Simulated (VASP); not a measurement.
## TiRh: single point with LDA

Crystal: TiRh.

```
Ti Rh
1.0
     2.98800    0.00000    0.00000
     0.00000    2.98800    0.00000
     0.00000    0.00000    3.35000
Ti Rh
1 1
Direct
  0.50000 0.50000 0.50000
  0.00000 0.00000 0.00000
```

| Item | Value |
| --- | --- |
| Program | VASP 6.6.1 |
| Task | single point |
| Functional | LDA |
| Potentials or basis | VASP PAW LDA potentials, release 64 (Ti_sv, Rh_pv) |
| Cutoff | 500 eV |
| k mesh | 6 × 6 × 5, shifted |
| Occupations | fermi-dirac, width 0.01 eV |
| Spin | no spin polarisation |

```
Pressure : -11.8 GPa
```

Stress tensor (GPa, compression positive):
```
-13.90   0.00   0.00
  0.00 -13.90   0.00
  0.00   0.00  -7.58
```

Levels at points of the mesh, in eV from the Fermi level:
```
           k point  band 11  band 12  band 13  band 14  band 15  band 16
(0.08, 0.08, 0.00)    -2.52    -2.28    -1.84     0.37     1.13     1.91
```

Run time: 7.9 s on 1 thread of Intel Xeon 6975P-C, with other jobs on the host, peak memory 0.13 GiB.

Caveat: the k points lie up to 0.38 Å⁻¹ apart.
